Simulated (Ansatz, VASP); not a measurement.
WC: VASP beside Ansatz

File INCAR:

```
ALGO     = Normal         # electronic algorithm
EDIFF    = 1E-6           # SCF threshold, eV
ENCUT    = 520            # plane-wave cutoff, eV
GGA      = PE             # functional
ISIF     = 2              # what is computed and relaxed
ISMEAR   = 0              # smearing method
LASPH    = True           # aspherical terms in the spheres
LCHARG   = False          # write CHGCAR
LREAL    = False          # projectors in reciprocal space
LWAVE    = False          # write WAVECAR
NBANDS   = 16             # bands
NELM     = 60             # most SCF steps
PREC     = Accurate       # precision mode
SIGMA    = 0.15           # smearing width, eV
```

Contents of KPOINTS:

```
k-points
0
Gamma
  18 18 16
```

Contents of POSCAR:

```
WC
1.0
    2.9005014360      0.0000000000      0.0000000000
   -1.4502507180      2.5119079273      0.0000000000
    0.0000000000      0.0000000000      2.8290000000
W C
1 1
Direct
    0.0000000000      0.0000000000      0.0397667020
    0.6666666667      0.3333333333      0.5000000000
```

Input for Ansatz:

```yaml
crystal:
  lattice:
    - [2.900501436, 0.0, 0.0]
    - [-1.450250718, 2.5119079273, 0.0]
    - [0.0, 0.0, 2.829]
  atoms:
    - { symbol: W, position: [0.0, 0.0, 0.039766702] }
    - { symbol: C, position: [0.6666666667, 0.3333333333, 0.5] }
basis:
  ecutwfc: 420
kpoints:
  mp_grid: { grid: [18, 18, 16] }
hamiltonian:
  xc: pbe
scf:
  occupations: { method: gaussian, width: 0.15 }
output:
  forces: true
  stress: true
  eigenvalues: true
  write_density: true
  write_potential: true
  elf: true
  volumetric_format: npy
```

Change from the starting cell: all W atoms moved +0.113 Å, as atom 1 along Cartesian [0 0 1].

Alike in both runs: task single point; functional PBE; k mesh 18 × 18 × 16; occupations gaussian, width 0.15 eV; no spin polarisation.

```csv
,VASP,Ansatz
version,VASP 6.6.1,Ansatz 0.2.0
potentials or method,"VASP PAW PBE potentials, release 64 (W_sv, C), cutoff 520 eV","scalar-relativistic, plane waves, PAW"
valence electrons in the cell,18,18
```

```tsv
	VASP	Ansatz	Ansatz less VASP
gap on the k mesh at the Fermi level (eV)	none	none	-
pressure (GPa)	12.5	11.3	-1.19
traceless stress, the component that is largest in VASP (GPa)	1.34	1.16	-0.186
rms of the force components (eV/Å)	0.978	0.971	-0.0072
```

Atom by atom the forces differ by 0.007 eV/Å (rms over components). A gap of «none» marks a metal or a gap that the smearing closes. The functional is the same, so the differences come from potentials, cutoffs and numerics.

Neither program's run includes spin-orbit coupling.
